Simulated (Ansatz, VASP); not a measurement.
NaH: VASP beside Ansatz

File INCAR:

```
  ALGO = Normal
  EDIFF = 1E-6
  ENCUT = 520
  GGA = PE
  ISIF = 2
  ISMEAR = 0
  LASPH = T
  LCHARG = T
  LELF = T
  LREAL = F
  LVHAR = T
  LWAVE = F
  NBANDS = 11
  NELM = 60
  PREC = Accurate
  SIGMA = 0.05
```

KPOINTS

```
k-points
0
Gamma
  8 8 8
```

File POSCAR:

```
NaH
1.0
    0.0000000000      2.3180000000      2.4400000000
    2.3180000000      0.0000000000      2.4400000000
    2.3180000000      2.3180000000      0.0000000000
Na H
1 1
Direct
    0.0000000000      0.0000000000      0.0000000000
    0.5000000000      0.5000000000      0.5000000000
```

Input for Ansatz:

```yaml
crystal:
  lattice:
    - [0.0, 2.318, 2.44]
    - [2.318, 0.0, 2.44]
    - [2.318, 2.318, 0.0]
  atoms:
    - { symbol: Na, position: [0.0, 0.0, 0.0] }
    - { symbol: H, position: [0.5, 0.5, 0.5] }
basis:
  ecutwfc: 420
kpoints:
  mp_grid: { grid: [8, 8, 8] }
hamiltonian:
  xc: pbe
scf:
  occupations: { method: gaussian, width: 0.05 }
output:
  forces: true
  stress: true
  eigenvalues: true
```

Change from the starting cell: strain -0.050 along x and y, +0.000 along z, atoms carried along.

Alike in both runs: task single point; functional PBE; k mesh 8 × 8 × 8; occupations gaussian, width 0.05 eV; no spin polarisation.

```csv
,VASP,Ansatz
version,VASP 6.6.1,Ansatz 0.2.0
potentials or method,"VASP PAW PBE potentials, release 64 (Na_pv, H), cutoff 520 eV","scalar-relativistic, plane waves, PAW"
valence electrons in the cell,8,10
```

Ansatz gave:

```
gap on the k mesh at the Fermi level (eV)                     : 3.85
least direct gap on the mesh (eV)                             : 4.75
pressure (GPa)                                                : 2.1
traceless stress, the component that is largest in VASP (GPa) : -1.41
```

Problem. Which values does VASP return?

Solution. gap on the k mesh at the Fermi level (eV): 3.85; least direct gap on the mesh (eV): 4.76; pressure (GPa): 2.0; traceless stress, the component that is largest in VASP (GPa): -1.42.

With one functional, cell and mesh, what is left measures potentials, basis and numerics. VASP's potentials hold 8 valence electrons a cell and Ansatz's 10, so a difference there can come from the potentials and not from the codes.
